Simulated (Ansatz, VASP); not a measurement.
One calculation of GaN, two programs

File POSCAR:

```
GaN
1.0
    0.0000000000      1.9574529423      1.9574529423
    1.9574529423      0.0000000000      1.9574529423
    1.9574529423      1.9574529423      0.0000000000
Ga N
1 1
Direct
    0.0000000000      0.0000000000      0.0000000000
    0.5000000000      0.5000000000      0.5000000000
```

The input INCAR.step1:

```
SYSTEM = GaN
  ALGO = Normal
  EDIFF = 1E-4
  ENCUT = 520
  GGA = PE
  ISMEAR = -1
  LASPH = .TRUE.
  LCHARG = .FALSE.
  LREAL = .FALSE.
  LWAVE = .TRUE.
  NBANDS = 16
  NELM = 100
  PREC = Accurate
  SIGMA = 0.1
```

File INCAR.step2:

```
SYSTEM = GaN
  ALGO = Normal
  EDIFF = 1E-6
  ENCUT = 520
  ISIF = 2
  ISMEAR = -1
  ISTART = 1
  LASPH = .TRUE.
  LCHARG = .TRUE.
  LELF = .TRUE.
  LMIXTAU = .TRUE.
  LREAL = .FALSE.
  LVHAR = .TRUE.
  LWAVE = .FALSE.
  METAGGA = R2SCAN
  NBANDS = 16
  NELM = 100
  PREC = Accurate
  SIGMA = 0.1
```

File KPOINTS:

```
k-points
0
G
  15 15 15
  0 0 0
```

Input for Ansatz:

```yaml
crystal:
  lattice:
    - [0.0, 1.9574529423, 1.9574529423]
    - [1.9574529423, 0.0, 1.9574529423]
    - [1.9574529423, 1.9574529423, 0.0]
  atoms:
    - { symbol: Ga, position: [0.0, 0.0, 0.0] }
    - { symbol: "N", position: [0.5, 0.5, 0.5] }
kpoints:
  mp_grid: { grid: [15, 15, 15] }
  band_path:
    path:
      - [0.0, 0.0, 0.0]
      - [0.5, 0.0, 0.5]
      - [0.625, 0.25, 0.625]
      - [0.375, 0.375, 0.75]
      - [0.0, 0.0, 0.0]
      - [0.5, 0.5, 0.5]
      - [0.5, 0.25, 0.75]
      - [0.5, 0.0, 0.5]
    npoints: 8
scf:
  occupations: { method: fermi_dirac, width: 0.1 }
hamiltonian:
  xc: r2scan
  pseudopotentials: { kind: paw }
output:
  forces: true
  stress: true
  eigenvalues: true
  populations: true
  dos: { projected: true, de: 0.2, e_range: [-14, 8] }
```

Change from the starting cell: volume scaled by 0.8, PAW files.

Alike in both runs: task single point; functional r2SCAN; k mesh 15 × 15 × 15; occupations fermi-dirac, width 0.1 eV; no spin polarisation.

```csv
,VASP,Ansatz
version,VASP 6.6.1,Ansatz 0.2.0
potentials or method,"VASP PAW PBE potentials, release 64 (Ga_d, N)","PAW with Ansatz's default frozen-core files, scalar-relativistic"
plane-wave cutoff (eV),520,500
valence electrons in the cell,18,18
```

```tsv
	VASP	Ansatz	Ansatz less VASP
pressure (GPa)	92.5	89.3	-3.26
```

VASP's potentials were made for PBE, not for r2SCAN. Both programs put the cell under a high pressure, so it lies far from rest at this level. With one functional, cell and mesh, what is left measures potentials, basis and numerics.

Noted on VASP's run: the cell as given lies far from equilibrium.
